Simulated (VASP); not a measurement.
Wanted: the native input for a VASP 6.6.1 run.

| Quantity | Value |
| --- | --- |
| Task | single point |
| Functional | PBEsol |
| Potentials or basis | VASP PAW PBE potentials, release 64 (Mo_sv, S) |
| Cutoff | 500 eV |
| k mesh | 8 × 8 × 2 |
| Occupations | gaussian, width 0.05 eV |
| Spin | collinear spin, ferromagnetic start |
| Starting moments | [0.05, 0.05, 0.0, 0.0, 0.0, 0.0] μB |
| Dipole correction | no |
| Further INCAR settings | ALGO = Normal; EDIFF = 1e-06; NBANDS = 39 |

The structure of MoS2 lies in POSCAR:

```
MoS2
1.0
    3.1449071694      0.0000000000      0.0000000000
   -1.5724535847      2.7235695012      0.0000000000
    0.0000000000      0.0000000000     12.8536238615
Mo S
2 4
Direct
    0.3333333333      0.6666666667      0.2500000000
    0.6666666667      0.3333333333      0.7500000000
    0.3333333333      0.6666666667      0.6287612411
    0.6666666667      0.3333333333      0.1287612411
    0.3333333333      0.6666666667      0.8712387589
    0.6666666667      0.3333333333      0.3712387589
```

This cell differs from its parent crystal: volume scaled by 1.02.

One way to write it, as run:

INCAR

```
  PREC = Accurate
  ENCUT = 500
  EDIFF = 1E-6
  ISMEAR = 0
  SIGMA = 0.05
  LREAL = False
  LASPH = True
  NELM = 200
  ALGO = Normal
  ISIF = 2
  LWAVE = False
  LCHARG = True
  ISPIN = 2
  MAGMOM = 0.05 0.05 0 0 0 0
  LORBIT = 11
  LMAXMIX = 4
  GGA = PS
  LELF = True
  LVHAR = True
  NBANDS = 39
  GGA_COMPAT = False
```

KPOINTS

```
Automatic mesh
0
Gamma
  8 8 2
```

Potentials or basis: VASP PAW PBE potentials, release 64 (Mo_sv, S).

The run is started by

```console
$ cat potpaw_PBE.64/Mo_sv/POTCAR potpaw_PBE.64/S/POTCAR > POTCAR
$ mpirun -np 1 vasp_std > vasp.out
```

It gave:

The pressure is -0.4 GPa, the band gap on the k mesh is 1.21 eV, indirect (least direct gap 2.04 eV) and the net moment is 0.00 μB per cell. The valence electrons inside the program's atomic spheres are Mo 12.52; S 3.68.

Caveat: the PAW data sets were made with another functional, which shifts forces and pressure a little; this functional lacks dispersion, which binds the layers, so the pressure and a relaxed spacing across them are unreliable.

It took 97 s on 1 thread of Intel(R) Xeon(R) Platinum 8559C (Emerald Rapids) (shared host), peak memory 0.32 GiB.
